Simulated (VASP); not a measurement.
The system is Na5H.

```
CELL_PARAMETERS angstrom
5.76522 0.00000 0.00000
-2.88261 4.99283 0.00000
0.00000 0.00000 5.10100
ATOMIC_POSITIONS crystal
Na 0.00000 0.60751 0.00000
Na 0.60751 0.00000 0.00000
Na 0.39249 0.39249 0.00000
Na 0.66667 0.33333 0.50000
Na 0.33333 0.66667 0.50000
H 0.00000 0.00000 0.50000
```

The cell was built from a structure type or drawn by symmetry, and may not be a known phase.

| Quantity | Value |
| --- | --- |
| Program | VASP 6.6.1 |
| Task | relaxation of cell and atoms |
| Functional | PBE |
| Potentials or basis | VASP PAW PBE potentials, release 64 (Na_sv, H) |
| Cutoff | 970 eV |
| k mesh | 3 × 3 × 4 |
| Occupations | gaussian, width 0.1 eV |
| Spin | no spin polarisation |

At the start: pressure 3.8 GPa; volume 24.47 Å³/atom.

Question: Where does the relaxation end?

Answer: Over 42 steps the energy falls by 246.3 meV/atom and the volume is 26.49 Å³/atom (+8.3 %); space group P-62m (No. 189, to 0.1 Å) before and after.

Step by step:
```csv
step,energy change (eV),largest force (eV/Å),pressure (GPa),volume (Å³)
1,0.0000,0.8171,3.78,146.83
3,-0.6714,0.4224,0.23,187.90
5,-0.7083,0.3242,-0.37,201.92
7,-0.8291,0.2759,-0.30,193.27
9,-0.5046,1.1214,1.24,157.39
11,-0.9546,0.0921,0.09,173.23
13,-0.9608,0.0043,0.01,175.72
15,-1.0181,0.0587,0.16,172.37
17,-0.8358,0.8485,3.27,136.45
19,-1.1490,0.6616,2.14,147.86
21,-1.1528,0.6674,2.10,147.86
23,-1.1657,0.6845,1.90,147.80
25,-1.1666,0.6862,1.84,147.76
27,-1.1849,0.6703,1.72,148.52
29,-1.2569,0.5992,1.17,151.99
31,-1.3937,0.3375,-0.74,166.31
33,-1.4213,0.2478,-0.64,166.81
35,-1.4514,0.0672,0.03,163.67
37,-1.4603,0.0294,-0.40,165.24
39,-1.4664,0.0523,-0.34,163.87
41,-1.4741,0.0818,-0.15,161.07
42,-1.4778,0.0277,0.10,158.96
```

Final structure:
```cif
data_structure
_symmetry_space_group_name_H-M 'P 1'
_symmetry_Int_Tables_number 1
_cell_length_a 7.1242
_cell_length_b 7.1242
_cell_length_c 3.6163
_cell_angle_alpha 90.000
_cell_angle_beta 90.000
_cell_angle_gamma 120.000
_cell_volume 158.96
loop_
_atom_site_label
_atom_site_type_symbol
_atom_site_fract_x
_atom_site_fract_y
_atom_site_fract_z
_atom_site_occupancy
Na1 Na 0.00000 0.75587 0.00000 1
Na2 Na 0.75587 0.00000 0.00000 1
Na3 Na 0.24413 0.24413 0.00000 1
Na4 Na 0.66667 0.33333 0.50000 1
Na5 Na 0.33333 0.66667 0.50000 1
H1 H 0.00000 0.00000 0.50000 1
```

Caveat: the k points lie up to 0.43 Å⁻¹ apart in the final cell, too coarse for converged energies and pressures of a metal; a cell axis changed by over 15 % at a fixed basis, so the end point is rough.
